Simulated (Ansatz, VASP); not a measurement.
One calculation of SrO, two programs

```
Sr O
1.0
     0.00931    2.80159    2.80159
     2.80159    0.00931    2.80159
     2.80159    2.80159    0.00931
Sr O
1 1
Direct
  0.00029 0.00029 0.00029
  0.24971 0.24971 0.24971
```

Change from the starting cell: shear_111 strain +0.5%.

Alike in both runs: task single point; functional r2SCAN; k mesh 8 × 8 × 8; no spin polarisation.

|  | VASP | Ansatz |
| --- | --- | --- |
| version | VASP 6.6.1 | Ansatz 0.2.0 |
| potentials or method | VASP PAW PBE potentials, release 64 (Sr_sv, O) | plane waves, PAW |
| plane-wave cutoff (eV) | 520 | 500 |
| occupations | gaussian, width 0.01 eV | fixed |
| valence electrons in the cell | 16 | 16 |

VASP gave:

```
gap on the k mesh at the Fermi level (eV)                     : 2.89
pressure (GPa)                                                : 0.1
traceless stress, the component that is largest in VASP (GPa) : -0.09
```

Problem. Which values does Ansatz return?

Solution. gap on the k mesh at the Fermi level (eV): 2.88; pressure (GPa): -0.3; traceless stress, the component that is largest in VASP (GPa): -0.09.

VASP's potentials were made for PBE, not for r2SCAN.
